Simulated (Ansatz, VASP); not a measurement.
## One calculation of ZnS, two programs

Contents of INCAR:

```
SYSTEM = ZnS
PREC = Accurate
ENCUT = 520
EDIFF = 1E-6
ISMEAR = -1
SIGMA = 0.01
LREAL = .FALSE.
LASPH = .TRUE.
NELM = 80
ALGO = Normal
ISIF = 2
LWAVE = .FALSE.
LCHARG = .FALSE.
GGA = PS
NBANDS = 16
```

The input KPOINTS:

```
Automatic mesh
0
G
  8 8 8
  0 0 0
```

POSCAR

```
ZnS
1.0
    0.0000000000      2.7225621114      2.7225621114
    2.7225621114      0.0000000000      2.7225621114
    2.7225621114      2.7225621114      0.0000000000
Zn S
1 1
Direct
    0.0000000000      0.0000000000      0.0000000000
    0.7500000000      0.7500000000      0.7500000000
```

Input for Ansatz:

```yaml
crystal:
  lattice:
    - [0.0, 2.7225621114, 2.7225621114]
    - [2.7225621114, 0.0, 2.7225621114]
    - [2.7225621114, 2.7225621114, 0.0]
  atoms:
    - { symbol: Zn, position: [0.0, 0.0, 0.0] }
    - { symbol: S, position: [0.75, 0.75, 0.75] }
kpoints:
  mp_grid: { grid: [8, 8, 8] }
  band_path:
    path:
      - [0.0, 0.0, 0.0]
      - [-0.5, -0.5, 0.0]
      - [-0.375, -0.375, 0.25]
      - [-0.375, 0.0, 0.375]
      - [0.0, 0.0, 0.0]
      - [0.0, 0.0, 0.5]
      - [-0.5, -0.25, 0.25]
      - [-0.5, -0.5, 0.0]
    npoints: 5
scf:
  occupations: { method: fermi_dirac, width: 0.01 }
hamiltonian:
  xc: pbesol
  pseudopotentials: { kind: all_electron, lapw: { basis_error: 0.00025 } }
output:
  forces: true
  stress: true
  eigenvalues: true
```

Change from the starting cell: volume scaled by 1.02.

Alike in both runs: task single point; functional PBEsol; k mesh 8 × 8 × 8; occupations fermi-dirac, width 0.01 eV; no spin polarisation.

|  | VASP | Ansatz |
| --- | --- | --- |
| version | VASP 6.6.1 | Ansatz 0.2.0 |
| potentials or method | VASP PAW PBE potentials, release 64 (Zn, S), cutoff 520 eV | all-electron LAPW, scalar-relativistic |

```tsv
	VASP	Ansatz	Ansatz less VASP
gap on the k mesh at the Fermi level (eV)	1.88	1.88	0.000
pressure (GPa)	-3.3	-3.5	-0.16
```

VASP's potentials were made for PBE, not for PBEsol. Ansatz ran all-electron here, and VASP with PAW potentials.
